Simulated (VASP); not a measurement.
**TaN: single point with PBE**

The system is TaN.

```
Ta N
1.0
     0.00000    2.17900    2.17900
     2.17900    0.00000    2.17900
     2.17900    2.17900    0.00000
Ta N
1 1
Direct
  0.51434 0.51434 0.48566
  0.00000 0.00000 0.00000
```

This cell differs from its parent crystal: all Ta atoms moved +0.062 Å, as atom 1 along Cartesian [0 0 1].

```json
{
  "Program": "VASP 6.6.1",
  "Task": "single point",
  "Functional": "PBE",
  "Potentials or basis": "VASP PAW PBE potentials, release 64 (Ta_pv, N)",
  "Cutoff": "520 eV",
  "k mesh": "18 × 18 × 18",
  "Occupations": "gaussian, width 0.15 eV",
  "Spin": "no spin polarisation"
}
```

```
Pressure               : 16.2 GPa
Largest force          : 0.584 eV/Å
Band gap on the k mesh : zero (band 8 reaches 11.82 eV, above the bottom of band 9 at 7.81 eV)
```

Forces on the atoms (eV/Å):
```
Ta   0.000  0.000 -0.584
N    0.000  0.000  0.584
```

Stress tensor (GPa, compression positive):
```
15.51  0.00  0.00
 0.00 15.51  0.00
 0.00  0.00 17.69
```

Levels at points of the mesh, in eV from the Fermi level:
| k point | band 4 | band 5 | band 6 | band 7 | band 8 | band 9 | band 10 | band 11 | band 12 | band 13 |
| --- | --- | --- | --- | --- | --- | --- | --- | --- | --- | --- |
| (0.00, 0.00, 0.00) | -19.09 | -4.03 | -4.03 | -4.00 | -2.18 | -2.05 | -2.05 | 0.08 | 0.21 | 1.75 |
| (0.50, 0.00, 0.00) | -15.91 | -10.60 | -7.78 | -7.77 | 1.97 | 2.00 | 2.07 | 3.89 | 7.74 | 7.88 |
| (0.50, 0.50, 0.00) | -17.82 | -6.69 | -5.66 | -4.71 | -4.71 | 2.22 | 3.70 | 3.70 | 4.77 | 6.92 |
| (0.00, 0.50, 0.50) | -17.83 | -6.70 | -5.88 | -4.72 | -4.47 | 2.24 | 3.70 | 3.71 | 4.80 | 7.13 |

It took 78 s on 1 thread of Intel(R) Xeon(R) Platinum 8259CL CPU @ 2.50GHz (Skylake/Cascade Lake), with other jobs on the host, peak memory 0.26 GiB.

Caveat: the cell differs from its parent crystal (all Ta atoms moved +0.062 Å, as atom 1 along Cartesian [0 0 1]); spin-orbit coupling is left out, which moves the levels of the heavy elements.
